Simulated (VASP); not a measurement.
# Sr: single point with PBE

The system is Sr.

```xyz
1
Lattice="-2.5393 2.5393 2.5393 2.5393 -2.5393 2.5393 2.5393 2.5393 -2.5393" Properties=species:S:1:pos:R:3 pbc="T T T"
Sr    0.0000    0.0000    0.0000
```

This cell differs from its parent crystal: strained.

```json
{
  "Program": "VASP 6.6.1",
  "Task": "single point",
  "Functional": "PBE",
  "Potentials or basis": "VASP PAW PBE potentials, release 64 (Sr_sv)",
  "Cutoff": "520 eV",
  "k mesh": "12 × 12 × 12",
  "Occupations": "gaussian, width 0.1 eV",
  "Spin": "no spin polarisation",
  "Dipole correction": "no",
  "Further INCAR settings": "ALGO = Normal; EDIFF = 1e-06; NBANDS = 11"
}
```

- Pressure: -1.6 GPa
- Band gap on the k mesh: zero (bands 5 and 6 overlap by 0.28 eV)

Levels at points of the mesh, in eV from the Fermi level:
| k point | band 3 | band 4 | band 5 | band 6 | band 7 | band 8 |
| --- | --- | --- | --- | --- | --- | --- |
| (0.00, 0.00, 0.00) | -18.92 | -18.92 | -3.40 | 2.12 | 2.12 | 2.12 |
| (0.50, 0.00, 0.00) | -18.95 | -18.92 | -0.94 | 0.01 | 1.16 | 3.02 |
| (0.50, 0.50, 0.50) | -18.99 | -18.99 | 0.03 | 0.03 | 2.96 | 2.96 |

Wall time 56 s on 1 thread of Intel Xeon 8259CL, with other jobs on the host, peak memory 0.23 GiB.

Caveat: the cell differs from its parent crystal (strained).
